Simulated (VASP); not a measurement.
# Si3N4 (Fd-3m) in VASP: further runs, part 2 of 2

VASP 6.6.1. Earlier steps stand in the parts before.

## 3. Single point, PBE

The input, INCAR:

```
PREC     = Accurate       # precision mode
ENCUT    = 520            # plane-wave cutoff, eV
EDIFF    = 1E-6           # SCF threshold, eV
ISMEAR   = 0              # smearing method
SIGMA    = 0.02           # smearing width, eV
LREAL    = F              # projectors in reciprocal space
LASPH    = T              # aspherical terms in the spheres
NELM     = 100            # most SCF steps
ALGO     = Normal         # electronic algorithm
ISIF     = 2              # what is computed and relaxed
LWAVE    = F              # write WAVECAR
LCHARG   = T              # write CHGCAR
GGA      = PE             # functional
LELF     = T              # ELF
LVHAR    = T            
NBANDS   = 45             # bands
```

The input, KPOINTS:

```
regular mesh
0
Gamma
  6 6 6
```

The input, POSCAR:

```
Si3N4
1.0
    0.0000000000      3.8946186208      3.8946186208
    3.8946186208      0.0000000000      3.8946186208
    3.8946186208      3.8946186208      0.0000000000
Si N
6 8
Direct
    0.1250000000      0.1250000000      0.6250000000
    0.1250000000      0.6250000000      0.1250000000
    0.6250000000      0.1250000000      0.1250000000
    0.1250000000      0.1250000000      0.1250000000
    0.7500000000      0.7500000000      0.7500000000
    0.5000000000      0.5000000000      0.5000000000
    0.3675422917      0.3675422917      0.3675422917
    0.3526268750      0.8824577083      0.8824577083
    0.8824577083      0.8824577083      0.3526268750
    0.8824577083      0.3526268750      0.8824577083
    0.3675422917      0.3675422917      0.8973731250
    0.3675422917      0.8973731250      0.3675422917
    0.8824577083      0.8824577083      0.8824577083
    0.8973731250      0.3675422917      0.3675422917
```

Potentials or basis: VASP PAW PBE potentials, release 64 (Si, N).

Command:

```bash
$ cat potpaw_PBE.64/Si/POTCAR potpaw_PBE.64/N/POTCAR > POTCAR
$ mpirun -np 1 vasp_std > vasp.out
```

OUTCAR:

```text
PREC = Accurate
   ENCUT = 520
   EDIFF = 1E-6
   ISMEAR = 0
   LREAL = F
   LASPH = T
   NELM = 100
   ISIF = 2
   GGA = PE

 ion  position               nearest neighbor table
   1  0.125  0.125  0.625-   8 1.89  10 1.89  12 1.89  14 1.89  13 1.89   7 1.89   4 2.75   2 2.75
                             3 2.75   4 2.75   2 2.75   3 2.75
   2  0.125  0.625  0.125-   8 1.89   9 1.89  11 1.89  14 1.89  13 1.89   7 1.89   4 2.75   1 2.75
                             1 2.75   3 2.75   4 2.75   3 2.75
   3  0.625  0.125  0.125-   9 1.89  10 1.89  11 1.89  12 1.89   7 1.89  13 1.89   4 2.75   1 2.75
                             2 2.75   1 2.75   2 2.75   4 2.75
   4  0.125  0.125  0.125-   8 1.89   9 1.89  10 1.89  11 1.89  12 1.89  14 1.89   1 2.75   2 2.75
                             3 2.75   1 2.75   2 2.75   3 2.75
   5  0.750  0.750  0.750-  13 1.79   9 1.79  10 1.79   8 1.79
   6  0.500  0.500  0.500-   7 1.79  11 1.79  12 1.79  14 1.79
   7  0.368  0.368  0.368-   6 1.79   2 1.89   3 1.89   1 1.89
   8  0.353  0.882  0.882-   5 1.79   2 1.89   1 1.89   4 1.89
   9  0.882  0.882  0.353-   5 1.79   3 1.89   2 1.89   4 1.89
  10  0.882  0.353  0.882-   5 1.79   3 1.89   1 1.89   4 1.89
  11  0.368  0.368  0.897-   6 1.79   3 1.89   2 1.89   4 1.89
  12  0.368  0.897  0.368-   6 1.79   3 1.89   1 1.89   4 1.89
  13  0.882  0.882  0.882-   5 1.79   2 1.89   3 1.89   1 1.89
  14  0.897  0.368  0.368-   6 1.79   2 1.89   1 1.89   4 1.89

  LATTYP: Found a face centered cubic cell.
 ALAT       =     7.7892372416

  Lattice vectors:

 A1 = (   0.0000000000,   3.8946186208,   3.8946186208)
 A2 = (   3.8946186208,   0.0000000000,   3.8946186208)
 A3 = (   3.8946186208,   3.8946186208,   0.0000000000)

Analysis of symmetry for initial positions (statically):
=====================================================================
 Subroutine PRICEL returns:
 Original cell was already a primitive cell.

 Routine SETGRP: Setting up the symmetry group for a
 face centered cubic supercell.

 Subroutine GETGRP returns: Found 48 space group operations
 (whereof 24 operations were pure point group operations)
 out of a pool of 48 trial point group operations.

The static configuration has the point symmetry T_d .
 The point group associated with its full space group is O_h .

Analysis of symmetry for dynamics (positions and initial velocities):
=====================================================================
 Subroutine PRICEL returns:
 Original cell was already a primitive cell.

 Routine SETGRP: Setting up the symmetry group for a
 face centered cubic supercell.

 Subroutine GETGRP returns: Found 48 space group operations
 (whereof 24 operations were pure point group operations)
 out of a pool of 48 trial point group operations.

The dynamic configuration has the point symmetry T_d .
 The point group associated with its full space group is O_h .

 Subroutine INISYM returns: Found 48 space group operations
 (whereof 24 operations are pure point group operations),
 and found     1 'primitive' translations

----------------------------------------------------------------------------------------

                                     Primitive cell
[... 86 lines left out ...]
 -0.333333  0.333333  0.166667     24.000000
 -0.333333  0.500000  0.166667     12.000000
   k-points           NKPTS =     16   k-points in BZ     NKDIM =     16   number of bands    NBANDS=     45
   number of dos      NEDOS =    301   number of ions     NIONS =     14
   total plane-waves  NPLWV =  74088
   dimension x,y,z NGX =    42 NGY =   42 NGZ =   42
   dimension x,y,z NGXF=    84 NGYF=   84 NGZF=   84
   ions per type =               6   8
   NGX,Y,Z   is equivalent  to a cutoff of  12.68, 12.68, 12.68 a.u.
   NGXF,Y,Z  is equivalent  to a cutoff of  25.35, 25.35, 25.35 a.u.
 SYSTEM =  unknown system
   PREC   = accura    normal or accurate (medium, high low for compatibility)
   ISTART =      0    job   : 0-new  1-cont  2-samecut
   ICHARG =      2    charge: 1-file 2-atom 10-const
   ISPIN  =      1    spin polarized calculation?
   LNONCOLLINEAR =      F non collinear calculations
   LSORBIT =      F    spin-orbit coupling
   LASPH  =      T    aspherical Exc in radial PAW
   ENCUT  =  520.0 eV  38.22 Ry    6.18 a.u.  10.24 10.24 10.24*2*pi/ulx,y,z
   NELM   =    100;   NELMIN=  2; NELMDL= -5     # of ELM steps
   EDIFF  = 0.1E-05   stopping-criterion for ELM
   LREAL  =      F    real-space projection
[... 7 lines left out ...]
   TEBEG  =    0.0;   TEEND  =   0.0 temperature during run
   PSTRESS=    0.0 pullay stress
   NELECT =      64.0000    total number of electrons
   NUPDOWN=      -1.0000    fix difference up-down
   EMIN   =  10.00;   EMAX   =-10.00  energy-range for DOS
   EFERMI =   0.00;   METHOD = LEGACY
   ISMEAR =     0;   SIGMA  =   0.02  broadening in eV -4-tet -1-fermi 0-gaus
   EFERMI_NEDOS =   21; number of points for ismear=-14 and -15
   IALGO  =     38    algorithm
   IMIX   =      4    mixing-type and parameters
     AMIX     =   0.40;   BMIX     =  1.00
     AMIX_MAG =   1.60;   BMIX_MAG =  1.00
  volume/ion in A,a.u.               =       8.44        56.95
  Fermi-wavevector in a.u.,A,eV,Ry     =   1.334525  2.521886 24.231373  1.780956
  Thomas-Fermi vector in A             =   2.463299
   LORBIT       =      0    0 simple, 1 ext, 2 COOP (PROOUT), +10 PAW based schemes
   GGA     = PE    functional components
   LHFCALC =     F    Hartree Fock is set to
   AEXX    =    0.0000 exact exchange contribution
   IVDW    =     0    specifies the selected vdW correction
   LEPSILON=     F    determine dielectric tensor
   LRPA    =     F    only Hartree local field effects (RPA)
 non-spin polarized calculation
 Gauss-broadening in eV      SIGMA  =   0.02
  energy-cutoff  :      520.00
  volume of cell :      118.15
 maximum number of plane-waves:      3218
 NGX is ok and might be reduce to    42
   NGX = 21   NGY = 21   NGZ = 21

 number of electron      64.0000005 magnetization

 Free energy of the ion-electron system (eV)
  ---------------------------------------------------
  ext. energy  EPLUGINS =         0.00000000
  ---------------------------------------------------
  free energy    TOTEN  =      -112.48428582 eV

  energy without entropy =     -112.48428582  energy(sigma->0) =     -112.48428582

 E-fermi :   9.2566     XC(G=0): -12.2157

 val. band max:        9.0897757924   @ k =  -0.1667   0.1667   0.0000
 cond. band min:      12.4208471467   @ k =   0.0000   0.0000   0.0000
 fundamental gap:      3.3310713543
 Fermi energy:         9.2565854699

 k-point     1 :       0.0000    0.0000    0.0000
  band No.  band energies     occupation
      1      -9.6675      2.00000
      2      -6.3981      2.00000
      3      -5.4771      2.00000
      4      -5.4771      2.00000
      5      -5.4771      2.00000
      6      -4.5167      2.00000
[... 741 lines left out ...]
     43      18.8759      0.00000
     44      18.8759      0.00000
 [bands above 44 left out]

------------------------ aborting loop because EDIFF is reached ----------------------------------------

  FORCE on cell =-STRESS in cart. coord.  units (eV):
  Direction    XX          YY          ZZ          XY          YZ          ZX
  --------------------------------------------------------------------------------------
  -------------------------------------------------------------------------------------
  Total       -0.1362601     -0.1362601     -0.1362601      0.0000000      0.0000000      0.0000000
  in kB       -1.8477976     -1.8477976     -1.8477976      0.0000000      0.0000000      0.0000000
  external PRESSURE =      -1.8477976 kB  Pullay stress =       0.0000000 kB

 VOLUME and BASIS-vectors are now :
 -----------------------------------------------------------------------------
  energy-cutoff  :      520.00
  volume of cell :      118.15
      direct lattice vectors                 reciprocal lattice vectors
     0.000000000  3.894618621  3.894618621    -0.128382275  0.128382275  0.128382275
     3.894618621  0.000000000  3.894618621     0.128382275 -0.128382275  0.128382275
     3.894618621  3.894618621  0.000000000     0.128382275  0.128382275 -0.128382275

 POSITION                                       TOTAL-FORCE (eV/Angst)
 -----------------------------------------------------------------------------------
      2.92096      2.92096      0.97365        -0.000000     -0.000000     -0.000000
      2.92096      0.97365      2.92096        -0.000000     -0.000000     -0.000000
      0.97365      2.92096      2.92096        -0.000000     -0.000000     -0.000000
      0.97365      0.97365      0.97365        -0.000000     -0.000000     -0.000000
      5.84193      5.84193      5.84193        -0.000000     -0.000000     -0.000000
      3.89462      3.89462      3.89462        -0.000000     -0.000000     -0.000000
      2.86287      2.86287      2.86287         0.004043      0.004043      0.004043
      6.87367      4.81018      4.81018        -0.004043      0.004043      0.004043
      4.81018      4.81018      6.87367         0.004043      0.004043     -0.004043
      4.81018      6.87367      4.81018         0.004043     -0.004043      0.004043
      4.92636      4.92636      2.86287        -0.004043     -0.004043      0.004043
      4.92636      2.86287      4.92636        -0.004043      0.004043     -0.004043
      6.87367      6.87367      6.87367        -0.004043     -0.004043     -0.004043
      2.86287      4.92636      4.92636         0.004043     -0.004043     -0.004043
 -----------------------------------------------------------------------------------
    total drift:                                0.000000      0.000000      0.000000

  FREE ENERGIE OF THE ION-ELECTRON SYSTEM (eV)
  ---------------------------------------------------
  free  energy   TOTEN  =      -112.4842858205 eV

  energy  without entropy=     -112.4842858205  energy(sigma->0) =     -112.48428582
```

Run time: 3.1 min. Hardware: 1 thread of AMD EPYC 7R13, shared host; peak memory 0.24 GiB.

Results:

```yaml
Free_energy: -112.4843 eV
Pressure: -0.2 GPa
Largest_force: 0.007 eV/Å
Band_gap_on_the_k_mesh: 3.33 eV (least direct gap 3.37 eV)
```

Forces on the atoms (eV/Å):
```
Si   0.000  0.000  0.000
Si   0.000  0.000  0.000
Si   0.000  0.000  0.000
Si   0.000  0.000  0.000
Si   0.000  0.000  0.000
Si   0.000  0.000  0.000
N    0.004  0.004  0.004
N   -0.004  0.004  0.004
N    0.004  0.004 -0.004
N    0.004 -0.004  0.004
N   -0.004 -0.004  0.004
N   -0.004  0.004 -0.004
N   -0.004 -0.004 -0.004
N    0.004 -0.004 -0.004
```

Levels at points of the mesh, in eV from the valence-band top:
```
           k point  band 28  band 29  band 30  band 31  band 32  band 33  band 34  band 35  band 36  band 37
(0.00, 0.00, 0.00)    -0.16    -0.16    -0.04    -0.04    -0.04     3.33     3.33     3.33     4.87     5.95
(0.50, 0.00, 0.00)    -0.80    -0.47    -0.47    -0.33    -0.33     4.92     5.76     5.76     6.22     6.75
(0.50, 0.50, 0.00)    -1.66    -1.10    -1.10    -0.43    -0.43     6.62     6.62     6.94     6.94     7.73
```

A k mesh can miss the band edges.

## 4. Relaxation of cell and atoms, PBE

The input, INCAR:

```
SYSTEM = Si3N4
PREC = Accurate ; ENCUT = 600
EDIFF = 1E-7 ; ISMEAR = 0
SIGMA = 0.02 ; LREAL = .FALSE.
LASPH = .TRUE. ; NELM = 80
ALGO = Normal ; ISIF = 3
LWAVE = .FALSE. ; LCHARG = .FALSE.
GGA = PE ; IBRION = 2
NSW = 100 ; EDIFFG = -0.01
```

The input, KPOINTS:

```
Automatic mesh
0
G
  6 6 6
  0 0 0
```

The input, POSCAR:

```
Si3N4
1.0
    0.0000000000      3.8937180000      3.8937180000
    3.8937180000      0.0000000000      3.8937180000
    3.8937180000      3.8937180000      0.0000000000
Si N
6 8
Direct
    0.1250000000      0.1250000000      0.6250000000
    0.1250000000      0.6250000000      0.1250000000
    0.6250000000      0.1250000000      0.1250000000
    0.1250000000      0.1250000000      0.1250000000
    0.7500000000      0.7500000000      0.7500000000
    0.5000000000      0.5000000000      0.5000000000
    0.3675630000      0.3675630000      0.3675630000
    0.3526890000      0.8824370000      0.8824370000
    0.8824370000      0.8824370000      0.3526890000
    0.8824370000      0.3526890000      0.8824370000
    0.3675630000      0.3675630000      0.8973110000
    0.3675630000      0.8973110000      0.3675630000
    0.8824370000      0.8824370000      0.8824370000
    0.8973110000      0.3675630000      0.3675630000
```

Command:

```bash
$ cat potpaw_PBE.64/Si/POTCAR potpaw_PBE.64/N/POTCAR > POTCAR
$ mpirun -np 1 vasp_std > vasp.out
```

It took 2 min on 1 thread of AMD EPYC 7R13, shared host; peak memory 0.3 GiB.

The run converged. Its results:

- Free energy: -112.4971 eV
- Pressure after relaxing: -0.1 GPa
- Largest force after relaxing: 0.004 eV/Å
- Band gap on the k mesh: 3.33 eV (least direct gap 3.37 eV)

Forces on the atoms (eV/Å):
```
Si   0.000  0.000  0.000
Si   0.000  0.000  0.000
Si   0.000  0.000  0.000
Si   0.000  0.000  0.000
Si   0.000  0.000  0.000
Si   0.000  0.000  0.000
N   -0.003 -0.003 -0.003
N    0.003 -0.003 -0.003
N   -0.003 -0.003  0.003
N   -0.003  0.003 -0.003
N    0.003  0.003 -0.003
N    0.003 -0.003  0.003
N    0.003  0.003  0.003
N   -0.003  0.003  0.003
```

Final structure:
```
CELL_PARAMETERS angstrom
0.00000 3.89372 3.89372
3.89372 0.00000 3.89372
3.89372 3.89372 0.00000
ATOMIC_POSITIONS crystal
Si 0.12500 0.12500 0.62500
Si 0.12500 0.62500 0.12500
Si 0.62500 0.12500 0.12500
Si 0.12500 0.12500 0.12500
Si 0.75000 0.75000 0.75000
Si 0.50000 0.50000 0.50000
N 0.36756 0.36756 0.36756
N 0.35269 0.88244 0.88244
N 0.88244 0.88244 0.35269
N 0.88244 0.35269 0.88244
N 0.36756 0.36756 0.89731
N 0.36756 0.89731 0.36756
N 0.88244 0.88244 0.88244
N 0.89731 0.36756 0.36756
```

Levels at points of the mesh, in eV from the valence-band top:
```tsv
k point	band 30	band 31	band 32	band 33	band 34	band 35
(0.00, 0.00, 0.00)	-0.04	-0.04	-0.04	3.33	3.33	3.33
(0.50, 0.00, 0.00)	-0.47	-0.33	-0.33	4.92	5.76	5.76
(0.50, 0.50, 0.00)	-1.10	-0.43	-0.43	6.62	6.62	6.94
```

Caveat: the relaxation stopped at its first step, so nothing moved. A k mesh can miss the band edges.

## 5. The runs side by side

```tsv
task	cell	k mesh	cutoff (eV)	smearing	gap on the mesh (eV)	pressure (GPa)
single point	a = 5.507 Å, angles 60.0°, 14 atoms	4 × 4 × 4	520	gaussian 0.1 eV	3.36	0.0
single point	a = 5.508 Å, angles 60.0°, 14 atoms	6 × 6 × 6	520	gaussian 0.02 eV	3.33	-0.2
relaxation of cell and atoms	relaxed from a = 5.507 Å, angles 60.0°, 14 atoms	6 × 6 × 6	600	gaussian 0.02 eV	3.33	-0.1
```

Alike in all rows: level PBE; potentials or basis VASP PAW PBE potentials, release 64 (Si, N); no spin polarisation.

Caveats: the relaxation stopped at its first step, so nothing moved (at least some runs).

Total energies depend on the potentials used, so only differences within one code and one set of settings carry meaning.
